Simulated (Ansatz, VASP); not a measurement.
# Two plane-wave programs on Si3N4

```
Si N
1.0
     7.60440    0.00000    0.00000
    -3.80220    6.58560    0.00000
     0.00000    0.00000    2.90630
Si N
6 8
Direct
  0.76848 0.17456 0.25000
  0.59392 0.76848 0.75000
  0.82544 0.59392 0.25000
  0.23152 0.82544 0.75000
  0.40608 0.23152 0.25000
  0.17456 0.40608 0.75000
  0.03050 0.33024 0.25000
  0.70026 0.03050 0.75000
  0.66976 0.70026 0.25000
  0.96950 0.66976 0.75000
  0.29974 0.96950 0.25000
  0.33024 0.29974 0.75000
  0.66667 0.33333 0.25000
  0.33333 0.66667 0.75000
```

Alike in both runs: task relaxation of cell and atoms; functional LDA; k mesh 3 × 3 × 7; no spin polarisation.

```csv
,VASP,Ansatz
version,VASP 6.6.1,Ansatz 0.2.0
potentials or method,"VASP PAW LDA potentials, release 64 (Si, N)","scalar-relativistic, plane waves, PAW"
plane-wave cutoff (eV),600,420
occupations,"gaussian, width 0.01 eV",fixed
valence electrons in the cell,64,64
```

```tsv
	VASP	Ansatz	Ansatz less VASP
gap on the k mesh at the Fermi level, each at its own relaxed structure (eV)	4.21	4.23	+0.024
relaxed volume (Å³/atom)	10.27	10.26	-0.013
relaxed cell length with the largest relative difference (Å)	7.577	7.573	-0.0034
```

LDA's correlation is that of Perdew and Zunger in VASP and of Perdew and Wang (1992) in Ansatz.
